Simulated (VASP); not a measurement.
CaZr3N2: single point with PBE

The system is CaZr3N2.

```
Ca Zr N
1.0
     3.54817    2.04854    2.83507
    -3.54817    2.04854    2.83507
     0.00000   -4.09707    2.83507
Ca Zr N
1 3 2
Cartesian
  0.0000 0.0000 0.0000
  0.0000 2.0485 2.8351
  -1.7741 -1.0243 2.8351
  1.7741 -1.0243 2.8351
  0.0000 0.0000 6.1085
  0.0000 0.0000 2.3967
```

```
Program             : VASP 6.6.1
Task                : single point
Functional          : PBE
Potentials or basis : VASP PAW PBE potentials, release 64 (Ca_sv, Zr_sv, N)
Cutoff              : 520 eV
k mesh              : 6 × 6 × 6
Occupations         : gaussian, width 0.1 eV
Spin                : no spin polarisation
```

- Pressure: 0.1 GPa
- Largest force: 0.020 eV/Å
- Band gap on the k mesh: zero (band 28 reaches 6.86 eV, above the bottom of band 29 at 5.66 eV)

Forces on the atoms (eV/Å):
```
Ca   0.000  0.000  0.000
Zr   0.000  0.000  0.000
Zr   0.000  0.000  0.000
Zr   0.000  0.000  0.000
N    0.000  0.000 -0.020
N    0.000  0.000  0.020
```

Stress tensor (GPa, compression positive):
```
0.17 0.00 0.00
0.00 0.17 0.00
0.00 0.00 0.09
```

Levels at points of the mesh, in eV from the Fermi level:
| k point | band 26 | band 27 | band 28 | band 29 | band 30 | band 31 |
| --- | --- | --- | --- | --- | --- | --- |
| (0.00, 0.00, 0.00) | -1.37 | -1.37 | -0.58 | -0.58 | 0.30 | 1.88 |
| (0.50, 0.00, 0.00) | -1.46 | -0.37 | -0.10 | 0.10 | 0.60 | 0.95 |
| (0.50, 0.50, 0.00) | -1.10 | -0.58 | -0.49 | 0.17 | 0.28 | 0.79 |
| (0.50, 0.50, 0.50) | -1.85 | -1.17 | 0.50 | 1.01 | 1.01 | 1.42 |

It took 78 s on 1 thread of Intel(R) Xeon(R) 6975P-C (Granite Rapids) (shared host), peak memory 0.31 GiB.
